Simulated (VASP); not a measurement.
Input of a VASP 6.6.1 run:

Contents of INCAR:

```
PREC = Accurate
ENCUT = 520
EDIFF = 1E-7
ISMEAR = -1
SIGMA = 0.02
LREAL = Auto
LASPH = True
NELM = 60
ALGO = Normal
ISIF = 2
LWAVE = False
LCHARG = True
GGA = PE
IVDW = 12
LELF = True
LVHAR = True
NBANDS = 70
```

The input KPOINTS:

```
regular mesh
0
Gamma
  1 1 1
```

The input POSCAR:

```
H10C5N2O
1.0
    7.2785630000      0.0000000000      0.0000000000
    0.0000000000      7.2785630000      0.0000000000
    0.0000000000      0.0000000000      7.2785630000
C O H N
10 2 20 4
Direct
    0.4936963519      0.9542130775      0.1886773529
    0.6448113453      0.4520947335      1.0206959808
    0.0650403108      0.0519195891      0.4580574490
    0.1160393885      0.1648951860      0.6085267106
    0.8104072191      0.5603990788      0.5362184816
    0.9526605732      0.4872939892      0.4203439608
    0.5946228672      1.0931278605      0.6935297531
    0.7379753394      0.9789844506      0.7781755822
    0.2059335064      0.6450449079      0.9438401509
    0.2917608874      0.6878555561      0.7669508391
    0.6334492124      0.8721089589      0.2995371476
    0.7423718116      0.6153275035      1.0815733820
    0.5150879370      1.1051494643      0.1974153415
    0.6616278515      0.7514944914      0.2486067648
    0.4931330539      0.9148509122      0.0470147748
    0.3545754842      0.9279578950      0.2431111746
    0.5482950412      0.4286972580      1.1317618601
    0.8151883827      0.6717122597      0.9832847500
    0.5739182308      0.4601457733      0.8910687453
    0.7452020406      0.3391603535      1.0380483071
    0.1071640103      0.1236233031      0.3351897895
    0.1388323492     -0.0787380696      0.4832409914
   -0.0847694799      0.0406124121      0.4512017001
    0.8470765452      0.7137810032      0.5602479500
    0.6729625065      0.5564010369      0.4768935846
    0.8210137083      0.5112135459      0.6775788023
    0.6296709941      1.2362879871      0.6663677981
    0.5754157792      1.0142111843      0.5625973149
    0.4724146786      1.0766823067      0.7807997265
    0.3046068297      0.6544835842      1.0598658004
    0.0923533945      0.7330567861      0.9545153350
    0.1666537749      0.4951389443      0.9221188303
    0.1610070559      0.2557922491      0.7325072270
    1.0619678637      0.4398945231      0.3141004619
    0.8530255217      0.8863700156      0.8425701612
    0.3489012872      0.7127505800      0.6198338875
```

Potentials or basis: VASP PAW PBE potentials, release 64 (C, O, H, N).

Launch:

```sh
$ cat potpaw_PBE.64/C/POTCAR potpaw_PBE.64/O/POTCAR potpaw_PBE.64/H/POTCAR potpaw_PBE.64/N/POTCAR > POTCAR
$ mpirun -np 1 vasp_gam > vasp.out
```

(1) What does it give for the largest force?

(2) Predict the band gap on the k mesh.

(3) What does it give for the pressure?

## Answers

(1) 2.974 eV/Å.

(2) 4.88 eV.

(3) 0.8 GPa.

Caveat: the k points lie up to 0.86 Å⁻¹ apart.
